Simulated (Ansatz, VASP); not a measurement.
Two plane-wave programs on CdTe

```xyz
2
Lattice="0.0000 3.2405 3.2405 3.2405 0.0000 3.2405 3.2405 3.2405 0.0000" Properties=species:S:1:pos:R:3 pbc="T T T"
Cd    0.0000    0.0000    0.0000
Te    1.6202    1.6202    1.6202
```

Alike in both runs: task single point; functional PBEsol; k mesh 6 × 6 × 6; occupations gaussian, width 0.1 eV; no spin polarisation.

|  | VASP | Ansatz |
| --- | --- | --- |
| version | VASP 6.6.1 | Ansatz 0.2.0 |
| potentials or method | VASP PAW PBE potentials, release 64 (Cd, Te), cutoff 500 eV | scalar-relativistic, plane waves, PAW |
| valence electrons in the cell | 18 | 36 |

Ansatz gave:

```
gap on the k mesh at the Fermi level (eV) : 0.66
least direct gap on the mesh (eV)         : 0.66
pressure (GPa)                            : 0.2
```

Question: Estimate VASP's values.

Answer: gap on the k mesh at the Fermi level (eV): 0.66; least direct gap on the mesh (eV): 0.66; pressure (GPa): 0.3.

VASP's potentials were made for PBE, not for PBEsol, and Ansatz warns of the same on its side. With one functional, cell and mesh, what is left measures potentials, basis and numerics. VASP's potentials hold 18 valence electrons a cell and Ansatz's 36, so a difference there can come from the potentials and not from the codes.

Neither program's run includes spin-orbit coupling.
